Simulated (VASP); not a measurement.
Input of a VASP 6.6.1 run:

INCAR

```
SYSTEM = Os2Au
  PREC = Accurate
  ENCUT = 600
  EDIFF = 1E-6
  ISMEAR = 0
  SIGMA = 0.1
  LREAL = .False.
  LASPH = .True.
  NELM = 80
  ALGO = Normal
  ISIF = 3
  LWAVE = .False.
  LCHARG = .False.
  GGA = PE
  IBRION = 2
  NSW = 90
  EDIFFG = -0.04
```

File KPOINTS:

```
Automatic mesh
0
Gamma
  6 6 6
  0 0 0
```

POSCAR

```
Os2Au
1.0
    0.0000000000      2.8039842594      2.8039842594
    2.8039842594      0.0000000000      2.8039842594
    2.8039842594      2.8039842594      0.0000000000
Os Au
2 1
Direct
    0.2500000000      0.2500000000      0.2500000000
    0.7500000000      0.7500000000      0.7500000000
    0.0000000000      0.0000000000      0.0000000000
```

Potentials or basis: VASP PAW PBE potentials, release 64 (Os, Au).

Run with:

```console
$ cat potpaw_PBE.64/Os/POTCAR potpaw_PBE.64/Au/POTCAR > POTCAR
$ mpirun -np 1 vasp_std > vasp.out
```

**Question.** What does it give for the space group after relaxing (to 0.05 Å)?

**Answer.** Fm-3m (No. 225).

**Question.** Predict the relaxed cell.

**Answer.** a = 4.241 Å, b = 4.241 Å, c = 4.241 Å, α = 60.00°, β = 60.00°, γ = 60.00°.

Step by step:
```csv
step,energy change (eV),largest force (eV/Å),pressure (GPa),volume (Å³)
1,0.0000,0.0000,75.76,44.09
2,6.3080,0.0000,-24.19,104.97
3,0.8899,0.0000,-30.63,74.39
4,-1.4038,0.0000,-19.90,60.83
5,-1.7623,0.0000,15.02,50.89
6,-1.8880,0.0000,-2.88,54.60
7,-1.8945,0.0000,-0.29,53.95
```

Caveat: the volume moved by over 15 % at a fixed basis, so the end points are rough.
